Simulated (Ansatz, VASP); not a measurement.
**LiF in VASP and in Ansatz**

INCAR

```
SYSTEM = LiF
PREC = Accurate
ENCUT = 520
EDIFF = 1E-6
ISMEAR = -1
SIGMA = 0.01
LREAL = .False.
LASPH = .True.
NELM = 60
ALGO = Normal
ISIF = 2
LWAVE = .False.
LCHARG = .False.
GGA = PS
IVDW = 12
NBANDS = 12
```

File KPOINTS:

```
Automatic mesh
0
Gamma
  2 2 2
  0 0 0
```

Contents of POSCAR:

```
LiF
1.0
    2.8482260000      0.0000000000      0.0000000000
    1.4241130000      2.4666360717      0.0000000000
    1.4241130000      0.8222120239      2.3255667907
Li F
1 1
Direct
    0.0000000000      0.0000000000      0.0000000000
    0.5000000000      0.5000000000      0.5000000000
```

Input for Ansatz:

```yaml
crystal:
  lattice:
    a: 2.848226
    b: 2.848226
    c: 2.848226
    alpha: 60.0
    beta: 60.0
    gamma: 60.0
  atoms:
    - { symbol: Li, position: [0.0, 0.0, 0.0] }
    - { symbol: F, position: [0.5, 0.5, 0.5] }
basis:
  ecutwfc: 530.622031796766
  ecutrho_ratio: 4
kpoints:
  mp_grid:
    grid: [2, 2, 2]
hamiltonian:
  xc: pbesol
  dispersion: d3bj
scf:
  n_extra_bands: 6
  occupations:
    method: fermi_dirac
    width: 0.01
output:
  eigenvalues: true
```

Alike in both runs: task single point; functional PBEsol; dispersion D3(BJ); k mesh 2 × 2 × 2; occupations fermi-dirac, width 0.01 eV; no spin polarisation.

|  | VASP | Ansatz |
| --- | --- | --- |
| version | VASP 6.6.1 | Ansatz 0.2.0 |
| potentials or method | VASP PAW PBE potentials, release 64 (Li_sv, F), cutoff 520 eV | plane waves, PAW |
| valence electrons in the cell | 10 | 10 |

|  | VASP | Ansatz | Ansatz less VASP |
| --- | --- | --- | --- |
| gap on the k mesh at the Fermi level (eV) | 8.75 | 8.75 | -0.001 |

VASP's potentials were made for PBE, not for PBEsol.

The k mesh is coarse, so the values compare programs but aren't converged. Noted on VASP's run: the cutoff is short for stress, so the pressure is rough.
